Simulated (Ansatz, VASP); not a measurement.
## GaP: VASP beside Ansatz

```xyz
2
Lattice="0.0000 2.7253 2.7253 2.7253 0.0000 2.7253 2.7253 2.7253 0.0000" Properties=species:S:1:pos:R:3 pbc="T T T"
Ga    0.0000    0.0000    0.0000
P     1.3626    1.3626    1.3626
```

Alike in both runs: task single point; functional PBE; k mesh 6 × 6 × 6; occupations gaussian, width 0.1 eV; no spin polarisation.

```csv
,VASP,Ansatz
version,VASP 6.6.1,Ansatz 0.2.0
potentials or method,"VASP PAW PBE potentials, release 64 (Ga_d, P), cutoff 520 eV","scalar-relativistic, plane waves, PAW"
valence electrons in the cell,18,18
```

|  | VASP | Ansatz | Ansatz less VASP |
| --- | --- | --- | --- |
| gap on the k mesh at the Fermi level (eV) | 1.65 | 1.65 | 0.000 |
| least direct gap on the mesh (eV) | 1.82 | 1.83 | +0.002 |
| pressure (GPa) | 2.4 | 2.5 | +0.08 |
